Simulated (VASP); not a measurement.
Here is a VASP 6.6.1 calculation.

INCAR

```
SYSTEM = ZnO
PREC = Accurate ; ENCUT = 520
EDIFF = 1E-7 ; ISMEAR = 0
SIGMA = 0.01 ; LREAL = .False.
LASPH = .True. ; NELM = 60
ALGO = Normal ; ISIF = 2
LWAVE = .False. ; LCHARG = .True.
GGA = PE ; LELF = .True.
LVHAR = .True. ; NBANDS = 26
```

KPOINTS

```
regular mesh
0
Gamma
  12 12 4
  0 0 0
```

POSCAR

```
ZnO
1.0
    3.3060759204      0.0000000000      0.0000000000
   -1.6530379602      2.8631454564      0.0000000000
    0.0000000000      0.0000000000      5.2966567570
Zn O
2 2
Direct
    0.3333333333      0.6666666667      0.5000000000
    0.6666666667      0.3333333333      0.0000000000
    0.6666666667      0.3333333333      0.3790100000
    0.3333333333      0.6666666667      0.8790100000
```

Potentials or basis: VASP PAW PBE potentials, release 64 (Zn, O).

The run is started by

```console
$ cat potpaw_PBE.64/Zn/POTCAR potpaw_PBE.64/O/POTCAR > POTCAR
$ mpirun -np 1 vasp_std > vasp.out
```

Problem. Predict the pressure.

Solution. -1.2 GPa.

Problem. Predict the largest force.

Solution. 0.056 eV/Å.

Stress tensor (GPa, compression positive):
```
-1.74  0.00  0.00
 0.00 -1.74  0.00
 0.00  0.00 -0.23
```

**The experiment to reproduce.**

“Electronic structure of alkaline earth and post-transition metal oxides”, 2009, arxiv:0908.1581 quotes, for a bulk crystal of ZnO: band gap 3.37 eV.

A measured gap of ZnO is 3.37 eV (quoted in “Electronic structure of alkaline earth and post-transition metal oxides”, 2009, arxiv:0908.1581); the calculated 0.71 eV misses it by -2.66 eV. So large a miss can be the level of theory's own, or it may mean another phase, state or a wrong row. The value is that of PBE, without temperature or zero-point motion. Semilocal functionals fall short of measured gaps as a rule.
